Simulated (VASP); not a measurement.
# EuBi (F-43m) in VASP: single point with PBE+U

Aim: the single point of EuBi with PBE+U.

Everything below comes from runs of VASP 6.6.1. Logs are shortened: lines on timing, memory, paths and dates and some standing lists are left out, and cuts for length are marked.

## Step 1: The cell of the first run

Symmetry: F-43m, No. 216, cubic system. The conventional cell has a = 7.422 Å, b = 7.422 Å, c = 7.422 Å, α = 90.00°, β = 90.00°, γ = 90.00°. Within 4.2 Å of Eu (site symmetry -43m) lie 4 Bi at 3.21 Å. Bi (site symmetry -43m) has 4 Eu at 3.21 Å within 4.2 Å.

## Step 2: Single point, PBE+U, collinear spin, ferromagnetic start

Contents of INCAR:

```
SYSTEM = EuBi
ALGO = Normal ; EDIFF = 1E-7
ENCUT = 520 ; GGA = PE
ISIF = 2 ; ISMEAR = 0
ISPIN = 2 ; LASPH = .TRUE.
LCHARG = .FALSE. ; LDAU = .TRUE.
LDAUJ = 0 0 ; LDAUL = 3 -1
LDAUPRINT = 1 ; LDAUTYPE = 2
LDAUU = 1 0 ; LMAXMIX = 6
LORBIT = 11 ; LREAL = .FALSE.
LWAVE = .FALSE. ; MAGMOM = 6 0
NBANDS = 27 ; NELM = 150
PREC = Accurate ; SIGMA = 0.05
```

Contents of KPOINTS:

```
k-points
0
G
  8 8 8
  0 0 0
```

Contents of POSCAR:

```
EuBi
1.0
    0.0000000000      3.7109348306      3.7109348306
    3.7109348306      0.0000000000      3.7109348306
    3.7109348306      3.7109348306      0.0000000000
Eu Bi
1 1
Direct
    0.0000000000      0.0000000000      0.0000000000
    0.2500000000      0.2500000000      0.2500000000
```

Potentials or basis: VASP PAW PBE potentials, release 64 (Eu, Bi_d).

Started as:

```bash
$ cat potpaw_PBE.64/Eu/POTCAR potpaw_PBE.64/Bi_d/POTCAR > POTCAR
$ mpirun -np 1 vasp_std > vasp.out
```

OUTCAR:

```text
SYSTEM = EuBi
   EDIFF = 1E-7
   ENCUT = 520
   GGA = PE
   ISIF = 2
   ISMEAR = 0
   ISPIN = 2
   LASPH = .TRUE.
   LORBIT = 11
   LREAL = .FALSE.
   NELM = 150
   PREC = Accurate

 ion  position               nearest neighbor table
   1  0.000  0.000  0.000-   2 3.21   2 3.21   2 3.21   2 3.21
   2  0.250  0.250  0.250-   1 3.21   1 3.21   1 3.21   1 3.21

  LATTYP: Found a face centered cubic cell.
 ALAT       =     7.4218696612

  Lattice vectors:

 A1 = (   0.0000000000,   3.7109348306,   3.7109348306)
 A2 = (   3.7109348306,   0.0000000000,   3.7109348306)
 A3 = (   3.7109348306,   3.7109348306,   0.0000000000)

Analysis of symmetry for initial positions (statically):
=====================================================================
 Subroutine PRICEL returns:
 Original cell was already a primitive cell.

 Routine SETGRP: Setting up the symmetry group for a
 face centered cubic supercell.

 Subroutine GETGRP returns: Found 24 space group operations
 (whereof 24 operations were pure point group operations)
 out of a pool of 48 trial point group operations.

The static configuration has the point symmetry T_d .

Analysis of symmetry for dynamics (positions and initial velocities):
=====================================================================
 Subroutine PRICEL returns:
 Original cell was already a primitive cell.

 Routine SETGRP: Setting up the symmetry group for a
 face centered cubic supercell.

 Subroutine GETGRP returns: Found 24 space group operations
 (whereof 24 operations were pure point group operations)
 out of a pool of 48 trial point group operations.

The dynamic configuration has the point symmetry T_d .

Analysis of structural, dynamic, and magnetic symmetry:
=====================================================================
 Subroutine PRICEL returns:
 Original cell was already a primitive cell.

 Routine SETGRP: Setting up the symmetry group for a
[... 182 lines left out ...]
  o =  0.9262  v = -0.6124  0.0000  0.7906  0.0000  0.0000 -0.0000  0.0000  0.0000  0.0000  0.0000  0.0000  0.0000  0.0000  0.0000      0.0000  0.0000  0.0000  0.0000  0.0000  0.0000  0.0000  0.0000  0.0000  0.0000  0.0000  0.0000  0.0000  0.0000
  o =  0.9262  v =  0.0000 -0.0000  0.0000 -0.0000  0.0053  1.0000  0.0041  0.0000  0.0000  0.0000  0.0000  0.0000  0.0000  0.0000      0.0000  0.0000  0.0000  0.0000  0.0000  0.0000  0.0000  0.0000  0.0000  0.0000  0.0000  0.0000  0.0000  0.0000
  o =  0.9533  v =  0.0000  0.0000 -0.0000  0.9999  0.0075  0.0000 -0.0097  0.0000  0.0000  0.0000  0.0000  0.0000  0.0000  0.0000      0.0000  0.0000  0.0000  0.0000  0.0000  0.0000  0.0000  0.0000  0.0000  0.0000  0.0000  0.0000  0.0000  0.0000
  o =  0.9533  v =  0.0000 -0.0000  0.0000 -0.0123  0.6123  0.0000 -0.7905  0.0000  0.0000  0.0000  0.0000  0.0000  0.0000  0.0000      0.0000  0.0000  0.0000  0.0000  0.0000  0.0000  0.0000  0.0000  0.0000  0.0000  0.0000  0.0000  0.0000  0.0000
  o =  0.9533  v = -0.7906  0.0000 -0.6124 -0.0000 -0.0000  0.0000 -0.0000  0.0000  0.0000  0.0000  0.0000  0.0000  0.0000  0.0000      0.0000  0.0000  0.0000  0.0000  0.0000  0.0000  0.0000  0.0000  0.0000  0.0000  0.0000  0.0000  0.0000  0.0000
  o =  0.9741  v =  0.0000 -1.0000  0.0000  0.0000  0.0000 -0.0000  0.0000  0.0000  0.0000  0.0000  0.0000  0.0000  0.0000  0.0000      0.0000  0.0000  0.0000  0.0000  0.0000  0.0000  0.0000  0.0000  0.0000  0.0000  0.0000  0.0000  0.0000  0.0000

 number of electron      32.0000009 magnetization       5.9988710

 Free energy of the ion-electron system (eV)
  ---------------------------------------------------
  ext. energy  EPLUGINS =         0.00000000
  ---------------------------------------------------
  free energy    TOTEN  =       -15.54446667 eV

  energy without entropy =      -15.53926368  energy(sigma->0) =      -15.54186518

 E-fermi :   1.2411     XC(G=0):  -7.6690

 val. band max:        1.2137649824   @ k =   0.2500   0.0000   0.0000
 cond. band min:       1.2531659097   @ k =   0.3750   0.2500   0.0000
 fundamental gap:      0.0394009273
 Fermi energy:         1.2411283443

 spin component 1

 k-point     1 :       0.0000    0.0000    0.0000
  band No.  band energies     occupation
      1     -39.8522      1.00000
      2     -19.9687      1.00000
      3     -19.9686      1.00000
      4     -19.9686      1.00000
      5     -19.9068      1.00000
      6     -19.9068      1.00000
[... 1433 lines left out ...]
     26       7.0115      0.00000
     27       8.9619      0.00000

 [... further k-points ...]

------------------------ aborting loop because EDIFF is reached ----------------------------------------

  FORCE on cell =-STRESS in cart. coord.  units (eV):
  Direction    XX          YY          ZZ          XY          YZ          ZX
  --------------------------------------------------------------------------------------
  -------------------------------------------------------------------------------------
  Total        0.0973554      0.0973554      0.0973554      0.0000000     -0.0000000      0.0000000
  in kB        1.5261276      1.5261276      1.5261276      0.0000000     -0.0000000      0.0000000
  external PRESSURE =       1.5261276 kB  Pullay stress =       0.0000000 kB

 VOLUME and BASIS-vectors are now :
 -----------------------------------------------------------------------------
  energy-cutoff  :      520.00
  volume of cell :      102.21
      direct lattice vectors                 reciprocal lattice vectors
     0.000000000  3.710934831  3.710934831    -0.134736939  0.134736939  0.134736939
     3.710934831  0.000000000  3.710934831     0.134736939 -0.134736939  0.134736939
     3.710934831  3.710934831  0.000000000     0.134736939  0.134736939 -0.134736939

 POSITION                                       TOTAL-FORCE (eV/Angst)
 -----------------------------------------------------------------------------------
      0.00000      0.00000      0.00000         0.000000     -0.000000      0.000000
      1.85547      1.85547      1.85547        -0.000000      0.000000     -0.000000
 -----------------------------------------------------------------------------------
    total drift:                                0.000000      0.000000      0.000000

  FREE ENERGIE OF THE ION-ELECTRON SYSTEM (eV)
  ---------------------------------------------------
  free  energy   TOTEN  =       -15.5444666728 eV

  energy  without entropy=      -15.5392636805  energy(sigma->0) =      -15.54186518

 total charge

# of ion       s       p       d       f       tot
--------------------------------------------------
    1        2.056   5.731   0.294   6.617  14.699
    2        1.453   1.646   9.871   0.000  12.970
--------------------------------------------------
tot          3.509   7.377  10.165   6.617  27.668

 magnetization (x)

# of ion       s       p       d       f       tot
--------------------------------------------------
    1       -0.006  -0.132   0.010   6.596   6.469
    2       -0.005  -0.343   0.002   0.000  -0.346
--------------------------------------------------
tot         -0.011  -0.475   0.012   6.596   6.122
```

stdout:

```text
POSCAR found type information on POSCAR EuBi
 POSCAR found :  2 types and       2 ions
 scaLAPACK will be used
 LDA part: xc-table for (Slater+PW92), standard interpolation
 POSCAR, INCAR and KPOINTS ok, starting setup
 FFT: planning ... GRIDC
 FFT: planning ... GRID_SOFT
 FFT: planning ... GRID
 WAVECAR not read
 entering main loop
```

It took 8 min on 1 thread of AMD EPYC 9R45 (Zen 5), shared host; peak memory 0.36 GiB.

What came out:

- Free energy: -15.5445 eV
- Pressure: 0.2 GPa
- Band gap on the k mesh: zero (filled and empty bands overlap)
- Net moment: 6.00 μB per cell
- Site moments: Eu +6.47; Bi -0.35 μB
- Valence electrons inside the program's atomic spheres: Eu 14.70; Bi 12.97

Eigenvalues of the final occupation matrices:
```csv
site,spin,trace,eigenvalues
site 1 f,1,6.61,0.93 0.93 0.93 0.95 0.95 0.95 0.97
site 1 f,2,0.01,0.00 0.00 0.00 0.00 0.00 0.00 0.00
```

Caveat: spin-orbit coupling is left out, which moves the levels of the heavy elements. The state reached can hang on the start; a lower one may exist.

The gap in the log of VASP goes by the Fermi energy; the results here count the filled bands.